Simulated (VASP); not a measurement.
# Zn3In8O15 in VASP: a series of runs

The runs below take Zn3In8O15 through single point, with PBE.

Program: VASP 6.6.1. These are calculated values, not measurements. Logs are shortened: lines on timing, memory, paths and dates and some standing lists are left out, and cuts for length are marked.

**1. The cell of the first run**

The cell holds a disordered packing, 26 atoms: a = 7.167 Å, b = 6.956 Å, c = 7.002 Å, α = 86.96°, β = 89.41°, γ = 91.02°.

**2. Single point, PBE**

INCAR

```
SYSTEM = Zn3In8O15
PREC = Accurate
ENCUT = 520
EDIFF = 1E-6
ISMEAR = -1
SIGMA = 0.1034
LREAL = .FALSE.
LASPH = .TRUE.
NELM = 120
ALGO = Normal
ISIF = 2
LWAVE = .FALSE.
LCHARG = .FALSE.
GGA = PE
ISYM = 0
NBANDS = 134
GGA_COMPAT = .FALSE.
```

KPOINTS

```
Automatic mesh
0
G
  1 1 1
  0 0 0
```

POSCAR

```
Zn3In8O15
1.0
    7.1668360000     -0.0632620000      0.0376150000
   -0.0632620000      6.9529050000      0.1854250000
    0.0376150000      0.1854250000      6.9995360000
Zn O In
3 15 8
Direct
    0.2671066701      0.8510467358      1.0043392079
    0.0508077236      0.1770679391      0.2243798796
    0.2482247620      0.0621590352      0.5643000031
    0.5483865967      0.9222507236      0.4508473273
    0.6252870868      0.7367722408      0.0527896183
    1.0370415120      0.4959123366      0.1044786595
    0.2024691542      0.7804998354      0.4005252549
    0.1826588869      0.3215575933      0.6375406126
    0.7251072807      0.1845032635      0.1269196375
    0.0616879473     -0.0063852342      0.0014530377
    0.9938454169      0.9969927803      0.6240235236
    0.8095447534      0.6604272039      0.7813229705
    0.5777155223      0.2662905917      0.7381542573
    0.6261921297      0.5067679760      0.4055525011
    0.3565547752      0.2575995298      0.2652841273
    0.9167732741      0.0036298657      0.4274871228
    0.3966097596      0.9992453776      0.7730734508
    0.3251919353      0.5549576021      0.8730149958
    0.6187415292      0.2089152655      0.4365367825
    0.9061413637      0.7534587812      0.2391801968
    0.7408858357      0.4393828949      0.9692133887
    0.7299870222      0.9917006858      0.8383809210
    0.0563757602      0.5973253853      0.6664407992
    0.3046558053      0.2464310257      0.9173607935
    0.4050935119      0.6315453008      0.2444252191
    0.5400249014      0.6842928168      0.6551064196
```

Potentials or basis: VASP PAW PBE potentials, release 64 (Zn, O, In_d).

Started as:

```sh
cat potpaw_PBE.64/Zn/POTCAR potpaw_PBE.64/O/POTCAR potpaw_PBE.64/In_d/POTCAR > POTCAR
mpirun -np 1 vasp_gam > vasp.out
```

OUTCAR:

```text
SYSTEM = Zn3In8O15
   PREC = Accurate
   ENCUT = 520
   EDIFF = 1E-6
   ISMEAR = -1
   LREAL = .FALSE.
   LASPH = .TRUE.
   NELM = 120
   ISIF = 2
   GGA = PE
   ISYM = 0

 ion  position               nearest neighbor table
   1  0.267  0.851  0.004-  10 1.79  17 2.07  18 2.34  25 2.44  24 2.79  20 3.10  23 3.38  26 3.38

   2  0.051  0.177  0.224-  16 2.04  10 2.07  15 2.28   6 2.33   9 2.44  24 2.82   3 2.87  20 3.10
                            21 3.37  19 3.44
   3  0.248  0.062  0.564-  17 1.85  11 1.91   8 1.97   7 2.34   2 2.87  24 2.87  19 2.94  26 3.43
                            23 3.53
   4  0.548  0.922  0.451-  19 2.05  26 2.13  25 2.74
   5  0.625  0.737  0.053-  25 2.15  21 2.34  22 2.37  20 2.41  26 2.90
   6  0.037  0.496  0.104-  20 2.28   2 2.33  21 2.37  24 2.95  25 2.98
   7  0.202  0.780  0.401-  25 2.13   3 2.34  23 2.42  20 2.42
   8  0.183  0.322  0.638-   3 1.97  23 2.15  24 2.20
   9  0.725  0.185  0.127-  21 2.04  19 2.31   2 2.44  22 2.48
  10  0.062  0.994  0.001-   1 1.79   2 2.07  24 2.50  20 2.53  22 2.65
  11  0.994  0.997  0.624-  16 1.49   3 1.91  22 2.40  23 2.82
  12  0.810  0.660  0.781-  23 2.00  21 2.02  26 2.14  22 2.44
  13  0.578  0.266  0.738-  19 2.19  22 2.30  24 2.31  21 2.37  26 2.95
  14  0.626  0.507  0.406-  19 2.07  25 2.13  26 2.28  20 2.82
  15  0.357  0.258  0.265-  19 2.26   2 2.28  24 2.47  25 2.61
  16  0.917  0.004  0.427-  11 1.49   2 2.04  20 2.24  19 2.59
  17  0.397  0.999  0.773-   3 1.85   1 2.07  24 2.15  22 2.44  26 2.61
  18  0.325  0.555  0.873-  24 2.15  26 2.29   1 2.34  23 2.43  25 2.75
  19  0.619  0.209  0.437-   4 2.05  14 2.07  13 2.19  15 2.26   9 2.31  16 2.59   3 2.94  22 3.24
                             2 3.44  25 3.55  21 3.66  26 3.77  26 3.91
  20  0.906  0.753  0.239-  16 2.24   6 2.28   5 2.41   7 2.42  10 2.53  14 2.82   1 3.10   2 3.10
                            21 3.18  23 3.32  22 3.45  25 3.67  25 3.69  26 3.90
  21  0.741  0.439  0.969-  12 2.02   9 2.04   5 2.34   6 2.37  13 2.37  26 3.09  20 3.18  23 3.22
                            22 3.29   2 3.37  25 3.40  24 3.41  19 3.66  22 3.90
  22  0.730  0.992  0.838-  13 2.30   5 2.37  11 2.40  12 2.44  17 2.44   9 2.48  10 2.65  26 2.88
                            19 3.24  21 3.29  20 3.45  24 3.61  23 3.87  21 3.90
  23  0.056  0.597  0.666-  12 2.00   8 2.15   7 2.42  18 2.43  11 2.82  21 3.22  20 3.32   1 3.38
                            24 3.46  26 3.51   3 3.53  26 3.76  25 3.85  22 3.87
  24  0.305  0.246  0.917-  17 2.15  18 2.15   8 2.20  13 2.31  15 2.47  10 2.50   1 2.79   2 2.82
                             3 2.87   6 2.95  21 3.41  23 3.46  22 3.61  25 3.68  26 3.83
  25  0.405  0.632  0.244-   7 2.13  14 2.13   5 2.15   1 2.44  15 2.61   4 2.74  18 2.75   6 2.98
                            26 3.08  21 3.40  19 3.55  20 3.67  24 3.68  20 3.69  23 3.85
  26  0.540  0.684  0.655-   4 2.13  12 2.14  14 2.28  18 2.29  17 2.61  22 2.88   5 2.90  13 2.95
                            25 3.08  21 3.09   1 3.38   3 3.43  23 3.51  23 3.76  19 3.77  24 3.83

IMPORTANT INFORMATION: All symmetrisations will be switched off!
NOSYMM: (Re-)initialisation of all symmetry stuff for point group C_1.

----------------------------------------------------------------------------------------

                                     Primitive cell

  volume of cell :     348.5040

  direct lattice vectors                    reciprocal lattice vectors
     7.166836000 -0.063262000  0.037615000     0.139547094  0.001290600 -0.000784105
    -0.063262000  6.952905000  0.185425000     0.001290600  0.143938393 -0.003820014
     0.037615000  0.185425000  6.999536000    -0.000784105 -0.003820014  0.142972023

  length of vectors
     7.167213909  6.955664774  7.002092654     0.139555265  0.143994858  0.143025196

  position of ions in fractional coordinates (direct lattice)
     0.267106670  0.851046736  0.004339208
     0.050807724  0.177067939  0.224379880
     0.248224762  0.062159035  0.564300003
     0.548386597  0.922250724  0.450847327
     0.625287087  0.736772241  0.052789618
     0.037041512  0.495912337  0.104478660
[... 18 lines left out ...]
     0.405093512  0.631545301  0.244425219
     0.540024901  0.684292817  0.655106420

  ion indices of the primitive-cell ions
   primitive index   ion index
                 1           1
                 2           2
                 3           3
                 4           4
                 5           5
                 6           6
[... 18 lines left out ...]
                25          25
                26          26

----------------------------------------------------------------------------------------

 KPOINTS: Automatic mesh

Automatic generation of k-mesh.
 Grid dimensions read from file:
 generate k-points for:    1    1    1

 Generating k-lattice:

  Cartesian coordinates                     Fractional coordinates (reciprocal lattice)
     0.139547094  0.001290600 -0.000784105     1.000000000 -0.000000000  0.000000000
     0.001290600  0.143938393 -0.003820014    -0.000000000  1.000000000  0.000000000
    -0.000784105 -0.003820014  0.142972023     0.000000000  0.000000000  1.000000000

  Length of vectors
     0.139555265  0.143994858  0.143025196

  Shift w.r.t. Gamma in fractional coordinates (k-lattice)
     0.000000000  0.000000000  0.000000000

 Subroutine IBZKPT returns following result:
 ===========================================

 Found      1 irreducible k-points:

 Following reciprocal coordinates:
            Coordinates               Weight
  0.000000  0.000000  0.000000      1.000000
   k-points           NKPTS =      1   k-points in BZ     NKDIM =      1   number of bands    NBANDS=    134
   number of dos      NEDOS =    301   number of ions     NIONS =     26
   total plane-waves  NPLWV = 157464
   dimension x,y,z NGX =    54 NGY =   54 NGZ =   54
   dimension x,y,z NGXF=   108 NGYF=  108 NGZF=  108
   ions per type =               3  15   8
   NGX,Y,Z   is equivalent  to a cutoff of  12.53, 12.91, 12.82 a.u.
   NGXF,Y,Z  is equivalent  to a cutoff of  25.05, 25.81, 25.64 a.u.
 SYSTEM =  Zn3In8O15
   PREC   = accura    normal or accurate (medium, high low for compatibility)
   ISTART =      0    job   : 0-new  1-cont  2-samecut
   ICHARG =      2    charge: 1-file 2-atom 10-const
   ISPIN  =      1    spin polarized calculation?
   LNONCOLLINEAR =      F non collinear calculations
   LSORBIT =      F    spin-orbit coupling
   LASPH  =      T    aspherical Exc in radial PAW
   ENCUT  =  520.0 eV  38.22 Ry    6.18 a.u.  13.33 12.93 13.02*2*pi/ulx,y,z
   NELM   =    120;   NELMIN=  2; NELMDL= -5     # of ELM steps
   EDIFF  = 0.1E-05   stopping-criterion for ELM
   LREAL  =      F    real-space projection
   EDIFFG = 0.1E-04   stopping-criterion for IOM
   NSW    =      0    number of steps for IOM
   IBRION =     -1    ionic relax: 0-MD 1-quasi-New 2-CG
   NFREE  =      0    steps in history (QN), initial steepest desc. (CG)
   ISIF   =      2    stress and relaxation
   ISYM   =      0    0-nonsym 1-usesym 2-fastsym
   POTIM  = 0.5000    time-step for ionic-motion
   TEBEG  =    0.0;   TEEND  =   0.0 temperature during run
   PSTRESS=    0.0 pullay stress
   NELECT =     230.0000    total number of electrons
   NUPDOWN=      -1.0000    fix difference up-down
   EMIN   =  10.00;   EMAX   =-10.00  energy-range for DOS
   EFERMI =   0.00;   METHOD = LEGACY
   ISMEAR =    -1;   SIGMA  =   0.10  broadening in eV -4-tet -1-fermi 0-gaus
   EFERMI_NEDOS =   21; number of points for ismear=-14 and -15
   IALGO  =     38    algorithm
   IMIX   =      4    mixing-type and parameters
     AMIX     =   0.40;   BMIX     =  1.00
     AMIX_MAG =   1.60;   BMIX_MAG =  1.00
  volume/ion in A,a.u.               =      13.40        90.45
  Fermi-wavevector in a.u.,A,eV,Ry     =   1.425328  2.693479 27.641053  2.031560
  Thomas-Fermi vector in A             =   2.545724
   LORBIT       =      0    0 simple, 1 ext, 2 COOP (PROOUT), +10 PAW based schemes
   GGA     = PE    functional components
   LHFCALC =     F    Hartree Fock is set to
   AEXX    =    0.0000 exact exchange contribution
   IVDW    =     0    specifies the selected vdW correction
   LEPSILON=     F    determine dielectric tensor
   LRPA    =     F    only Hartree local field effects (RPA)
 non-spin polarized calculation
  energy-cutoff  :      520.00
  volume of cell :      348.50
 maximum number of plane-waves:      4686
 NGX is ok and might be reduce to    54
   NGX = 27   NGY = 25   NGZ = 27

 number of electron     230.0000004 magnetization

 Free energy of the ion-electron system (eV)
  ---------------------------------------------------
  ext. energy  EPLUGINS =         0.00000000
  ---------------------------------------------------
  free energy    TOTEN  =      -121.64440627 eV

  energy without entropy =     -121.64359845  energy(sigma->0) =     -121.64400236

 E-fermi :   5.7961     XC(G=0): -10.8765

 val. band max:        4.8859839103   @ k =   0.0000   0.0000   0.0000
 cond. band min:       6.6932112167   @ k =   0.0000   0.0000   0.0000
 fundamental gap:      1.8072273064
 Fermi energy:         5.7961265942

 k-point     1 :       0.0000    0.0000    0.0000
  band No.  band energies     occupation
      1     -16.5992      2.00000
      2     -14.4877      2.00000
      3     -13.3469      2.00000
      4     -13.0111      2.00000
      5     -12.8386      2.00000
      6     -12.6818      2.00000
[... 119 lines left out ...]
    126       9.3540      0.00000
    127       9.6996      0.00000
 [bands above 127 left out]

------------------------ aborting loop because EDIFF is reached ----------------------------------------

  FORCE on cell =-STRESS in cart. coord.  units (eV):
  Direction    XX          YY          ZZ          XY          YZ          ZX
  --------------------------------------------------------------------------------------
  -------------------------------------------------------------------------------------
  Total        8.8051867      2.7237686      1.2734314      4.4405238     -4.2771432     -2.1774119
  in kB       40.4800770     12.5219789      5.8543453     20.4144164    -19.6633067    -10.0102136
  external PRESSURE =      19.6188004 kB  Pullay stress =       0.0000000 kB

 VOLUME and BASIS-vectors are now :
 -----------------------------------------------------------------------------
  energy-cutoff  :      520.00
  volume of cell :      348.50
      direct lattice vectors                 reciprocal lattice vectors
     7.166836000 -0.063262000  0.037615000     0.139547094  0.001290600 -0.000784105
    -0.063262000  6.952905000  0.185425000     0.001290600  0.143938393 -0.003820014
     0.037615000  0.185425000  6.999536000    -0.000784105 -0.003820014  0.142972023

 POSITION                                       TOTAL-FORCE (eV/Angst)
 -----------------------------------------------------------------------------------
      1.86063      5.90115      0.19823         1.569286     -1.331019     -2.128141
      0.36137      1.26953      1.60530         0.029727      1.509682      0.061741
      1.79628      0.52112      3.97070         0.511493      0.074391     -2.490122
      3.88881      6.46123      3.34736        -0.058449     -1.244196      0.434099
      4.43671      5.09294      0.52964         0.432430      0.440845      0.690159
      0.23803      3.46506      0.82465        -1.672896      0.035363      0.497910
[... 18 lines left out ...]
      2.87248      4.41077      1.84321         0.312060     -2.024738      1.056178
      3.85162      4.84513      4.73264        -1.444204     -0.769951     -0.960625
 -----------------------------------------------------------------------------------
    total drift:                                0.003384     -0.000038      0.001011

  FREE ENERGIE OF THE ION-ELECTRON SYSTEM (eV)
  ---------------------------------------------------
  free  energy   TOTEN  =      -121.6444062657 eV

  energy  without entropy=     -121.6435984526  energy(sigma->0) =     -121.64400236
```

Wall time 2.1 min (1 thread of Intel Xeon Platinum 8259CL at 2.50GHz (Skylake/Cascade Lake), shared host); peak memory 0.36 GiB.

Results:

```
Free energy   : -121.6444 eV
Pressure      : 2.0 GPa
Largest force : 4.349 eV/Å
```

Forces on the atoms (eV/Å):
```
Zn   1.569 -1.331 -2.128
Zn   0.030  1.510  0.062
Zn   0.511  0.074 -2.490
O   -0.058 -1.244  0.434
O    0.432  0.441  0.690
O   -1.673  0.035  0.498
O   -0.928 -1.186  0.275
O   -0.854  1.085  0.305
O    0.926 -0.546 -0.068
O   -2.539  1.008  0.896
O   -2.140 -1.192  0.279
O    0.178  1.175 -1.220
O    2.902  1.352  0.842
O    0.602  1.516  0.291
O   -1.416  0.145 -1.391
O   -0.439  1.225 -0.323
O    0.052 -3.151  2.996
O    0.686  2.423 -0.171
In  -0.500 -0.226 -1.541
In   0.027 -0.815 -0.066
In   0.142 -1.046  1.406
In   0.199  1.104  1.298
In   3.106 -0.992 -1.108
In   0.317  1.433  0.139
In   0.312 -2.025  1.056
In  -1.444 -0.770 -0.961
```

Stress tensor (GPa, compression positive):
```
 4.05  2.04 -1.00
 2.04  1.25 -1.97
-1.00 -1.97  0.59
```

Caveat: the k points lie up to 0.90 Å⁻¹ apart; the atoms stand as in a frame of molecular dynamics; spin-orbit coupling is left out, which moves the levels of the heavy elements.

**3. Single point, PBE**

INCAR

```
PREC = Accurate ; ENCUT = 520
EDIFF = 1E-6 ; ISMEAR = -1
SIGMA = 0.1034 ; LREAL = F
LASPH = T ; NELM = 120
ALGO = Normal ; ISIF = 2
LWAVE = F ; LCHARG = F
GGA = PE ; ISYM = 0
NBANDS = 134 ; GGA_COMPAT = F
```

KPOINTS

```
regular mesh
0
Gamma
  1 1 1
```

POSCAR

```
Zn3In8O15
1.0
    7.1668360000     -0.0632620000      0.0376150000
   -0.0632620000      6.9529050000      0.1854250000
    0.0376150000      0.1854250000      6.9995360000
Zn O In
3 15 8
Direct
    0.2559472993      0.8345923009      1.0020911765
    0.0507491181      0.1956383942      0.2320847871
    0.2370196381      0.0729355727      0.5206214280
    0.5364484263      0.9125657715      0.4534053378
    0.6291171517      0.6994785356      0.0726029484
    1.0124734304      0.4783541091      0.1338191562
    0.1608179189      0.7337457304      0.4073792937
    0.2075097729      0.3441937667      0.6533796513
    0.7936006591      0.1490715874      0.1063350645
    0.0462547795     -0.0198092067      0.0533407141
    0.9398612919      1.0308817059      0.6179422289
    0.8111484729      0.6686201383      0.7597280393
    0.6149855041      0.2948611176      0.7703377335
    0.6467822944      0.5047182083      0.4136874087
    0.3515791801      0.2971506031      0.2009043455
    0.8741746713      0.0688850211      0.4209304609
    0.3919426069      0.9796540418      0.8184364975
    0.3046806522      0.6014443348      0.8706182269
    0.6034895364      0.2034716889      0.4252157576
    0.9094439073      0.7552076235      0.2353478708
    0.7416058614      0.4277064989      0.9777743865
    0.7339120407      1.0155957759      0.8611826629
    0.0604266250      0.5976993442      0.6818010010
    0.3094186030      0.2446943560      0.9224636845
    0.4162187548      0.6259175986      0.2396183348
    0.5459648364      0.6603701888      0.6354086029
```

Potentials or basis: VASP PAW PBE potentials, release 64 (Zn, O, In_d).

Started as:

```sh
cat potpaw_PBE.64/Zn/POTCAR potpaw_PBE.64/O/POTCAR potpaw_PBE.64/In_d/POTCAR > POTCAR
mpirun -np 1 vasp_gam > vasp.out
```

It took 1.7 min on 1 thread of Intel Xeon Platinum 8259CL at 2.50GHz (Skylake/Cascade Lake), shared host; peak memory 0.36 GiB.

The run converged. Its results:

```yaml
Free_energy: -123.3666 eV
Pressure: 5.3 GPa
Largest_force: 3.460 eV/Å
```

Forces on the atoms (eV/Å):
```
Zn  -0.586 -0.384 -1.063
Zn  -0.341  1.800 -0.556
Zn  -0.014 -0.656  1.414
O   -1.499 -0.157 -0.158
O    2.234  1.225 -1.006
O   -1.269  0.207 -0.562
O    0.087  0.595  0.307
O    0.051 -1.651 -1.047
O   -2.451  1.326  0.570
O    1.149 -1.237 -0.355
O    0.775  0.040  0.964
O   -0.974  0.758  0.862
O   -1.135 -0.801 -1.478
O   -0.247 -0.424 -0.694
O    0.650 -0.152  1.785
O    0.493 -0.446  0.277
O    1.212  1.021 -0.773
O    0.782 -0.243 -0.277
In   0.228  0.414 -0.691
In  -0.480 -0.769  0.268
In   1.954  1.704  2.291
In  -0.448 -1.605 -0.804
In   2.517 -0.549 -1.208
In   0.277  1.236 -1.976
In  -1.837 -1.595  2.269
In  -1.127  0.344  1.639
```

Stress tensor (GPa, compression positive):
```
 4.86  1.42  0.32
 1.42  2.73 -1.96
 0.32 -1.96  8.43
```

Levels at points of the mesh, in eV from the Fermi level:
| k point | band 111 | band 112 | band 113 | band 114 | band 115 | band 116 | band 117 | band 118 | band 119 | band 120 |
| --- | --- | --- | --- | --- | --- | --- | --- | --- | --- | --- |
| (0.00, 0.00, 0.00) | -1.75 | -1.64 | -1.60 | -1.45 | -1.17 | 1.17 | 1.46 | 1.57 | 1.97 | 2.26 |

Caveat: the k points lie up to 0.90 Å⁻¹ apart; the atoms stand as in a frame of molecular dynamics; spin-orbit coupling is left out, which moves the levels of the heavy elements.

[end of part 1 of 2]
